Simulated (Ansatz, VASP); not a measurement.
## NaF: VASP beside Ansatz

INCAR

```
  ALGO = Normal
  EDIFF = 1E-7
  ENCUT = 520
  GGA = PS
  ISIF = 2
  ISMEAR = 1
  LASPH = T
  LCHARG = F
  LREAL = F
  LWAVE = F
  NBANDS = 14
  NELM = 60
  PREC = Accurate
  SIGMA = 0.05
```

The input KPOINTS:

```
k-points
0
Gamma
  6 6 6
```

Contents of POSCAR:

```
NaF
1.0
    0.0000000000      2.2971680881      2.2971680881
    2.2971680881      0.0000000000      2.2971680881
    2.2971680881      2.2971680881      0.0000000000
Na F
1 1
Direct
    0.0000000000      0.0000000000      0.0000000000
    0.5000000000      0.5000000000      0.5000000000
```

Input for Ansatz:

```yaml
crystal:
  lattice:
    - [0.0, 2.2971680881, 2.2971680881]
    - [2.2971680881, 0.0, 2.2971680881]
    - [2.2971680881, 2.2971680881, 0.0]
  atoms:
    - { symbol: Na, position: [0.0, 0.0, 0.0] }
    - { symbol: F, position: [0.5, 0.5, 0.5] }
kpoints:
  mp_grid: { grid: [6, 6, 6] }
hamiltonian:
  xc: pbesol
scf:
  occupations: { method: cold, width: 0.05 }
  n_extra_bands: 4
output:
  forces: true
  stress: true
  eigenvalues: true
```

Alike in both runs: task single point; functional PBEsol; k mesh 6 × 6 × 6; no spin polarisation.

|  | VASP | Ansatz |
| --- | --- | --- |
| version | VASP 6.6.1 | Ansatz 0.2.0 |
| potentials or method | VASP PAW PBE potentials, release 64 (Na_pv, F) | plane waves |
| plane-wave cutoff (eV) | 520 | 420 |
| occupations | methfessel-paxton of order 1, width 0.05 eV | cold, width 0.05 eV |
| valence electrons in the cell | 14 | 16 |

Ansatz gave:

* gap on the k mesh at the Fermi level (eV): 6.32
* pressure (GPa): 1.2

Task: Which values does VASP return?

Result: gap on the k mesh at the Fermi level (eV): 6.30; pressure (GPa): 1.2.

VASP's potentials were made for PBE, not for PBEsol. VASP's potentials hold 14 valence electrons a cell and Ansatz's 16, so a difference there can come from the potentials and not from the codes.
